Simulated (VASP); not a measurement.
**Br: G0W0 quasiparticle levels with PBE**

Crystal: Br.

```
Br
1.0
     3.36325   -2.32255    0.00000
     3.36325    2.32255    0.00000
     0.00000    0.00000    8.70230
Br
4
Cartesian
  3.3632 0.6266 3.3948
  3.3632 1.6959 7.7459
  3.3632 -0.6266 5.3075
  3.3632 -1.6959 0.9564
```

- Program: VASP 6.6.1
- Task: G0W0 quasiparticle levels
- Functional: PBE
- Potentials or basis: VASP PAW PBE potentials, release 64 (Br_GW)
- Cutoff: 500 eV
- k mesh: 2 × 2 × 1
- Occupations: gaussian, width 0.01 eV
- Spin: no spin polarisation
- Dipole correction: no
- GW scheme: G0W0
- GW iterations: 1
- Cutoff of the response function: 200
- Frequency points: 96
- Empty bands: 509
- Further INCAR settings: ALGO = EVGW0; EDIFF = 1e-08; NBANDS = 523

```
Quasiparticle gap                                   : 4.09 eV
Least direct quasiparticle gap                      : 4.09 eV
Band gap of the starting levels on the mesh         : 1.90 eV
Least direct gap of the starting levels on the mesh : 1.92 eV
```

It took 20 min on 1 thread of AMD EPYC 7R13, on a shared host, peak memory 2.5 GiB.

Caveat: the k points lie up to 0.82 Å⁻¹ apart, too coarse for converged energies, forces and pressures; bands, screening cutoff and mesh are small and nothing is extrapolated, so the quasiparticle values aren't converged.
